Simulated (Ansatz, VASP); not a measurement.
## Ba: VASP beside Ansatz

```
CELL_PARAMETERS angstrom
0.00000 3.16754 3.16754
3.16754 0.00000 3.16754
3.16754 3.16754 0.00000
ATOMIC_POSITIONS crystal
Ba 0.00000 0.00000 0.00000
```

Alike in both runs: functional PBE; k mesh 11 × 11 × 11; occupations fermi-dirac, width 0.05 eV; non-collinear spin, spin-orbit coupling.

Ansatz relaxed the structure, and its values are those at the end. VASP's run is a single point on that final structure, the one shown.

|  | VASP | Ansatz |
| --- | --- | --- |
| version | VASP 6.6.1 | Ansatz 0.2.0 |
| potentials or method | VASP PAW PBE potentials, release 64 (Ba_sv) | PAW with Ansatz's default frozen-core files, fully relativistic files with spin-orbit coupling |
| plane-wave cutoff (eV) | 520 | 420 |
| valence electrons in the cell | 10 | 10 |

```csv
,VASP,Ansatz,Ansatz less VASP
pressure (GPa),0.1,0.0,-0.02
```
